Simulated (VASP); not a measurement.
Cr: single point with BLYP+D4

The system is Cr.

```
Cr
1.0
    -1.41645    1.41645    1.41645
     1.41645   -1.41645    1.41645
     1.41645    1.41645   -1.41645
Cr
1
Direct
  0.00000 0.00000 0.00000
```

| Quantity | Value |
| --- | --- |
| Program | VASP 6.6.1 |
| Task | single point |
| Functional | BLYP |
| Dispersion | D4 |
| Potentials or basis | VASP PAW PBE potentials, release 64 (Cr_pv) |
| Cutoff | 520 eV |
| k mesh | 12 × 12 × 12 |
| Occupations | fermi-dirac, width 0.05 eV |
| Spin | collinear spin, ferromagnetic start |
| Starting moments | [3.0] μB |

```yaml
Pressure: -0.3 GPa
Band_gap_on_the_k_mesh: zero (filled and empty bands overlap)
Net_moment: 0.00 μB per cell
Valence_electrons_inside_the_program's_atomic_spheres: Cr 11.11
Dispersion_energy_per_atom: -0.880 eV
```

Levels at points of the mesh, in eV from the Fermi level:
Spin up:
| k point | band 4 | band 5 | band 6 | band 7 | band 8 | band 9 |
| --- | --- | --- | --- | --- | --- | --- |
| (0.00, 0.00, 0.00) | -7.70 | -0.97 | -0.97 | -0.97 | 1.18 | 1.18 |
| (0.50, 0.00, 0.00) | -4.44 | -2.53 | 1.16 | 1.42 | 1.52 | 2.86 |
| (0.50, 0.50, 0.50) | -4.33 | -4.33 | 2.46 | 2.46 | 2.46 | 6.83 |
Spin down:
| k point | band 2 | band 3 | band 4 | band 5 | band 6 | band 7 | band 8 | band 9 | band 10 | band 11 |
| --- | --- | --- | --- | --- | --- | --- | --- | --- | --- | --- |
| (0.00, 0.00, 0.00) | -42.55 | -42.55 | -7.70 | -0.97 | -0.97 | -0.97 | 1.18 | 1.18 | 6.83 | 22.65 |
| (0.50, 0.00, 0.00) | -42.85 | -42.55 | -4.44 | -2.53 | 1.16 | 1.42 | 1.52 | 2.86 | 6.83 | 10.20 |
| (0.50, 0.50, 0.50) | -43.21 | -43.21 | -4.33 | -4.33 | 2.46 | 2.46 | 2.46 | 6.83 | 10.92 | 10.92 |

Wall time 24 s on 1 thread of Intel Xeon 6975P-C (shared host), peak memory 0.14 GiB.

Caveat: the starting moments collapsed, and a magnetic state may lie lower; the PAW data sets were made with another functional, which shifts forces and pressure a little; pairwise dispersion overbinds metals, which lowers pressure and volume.
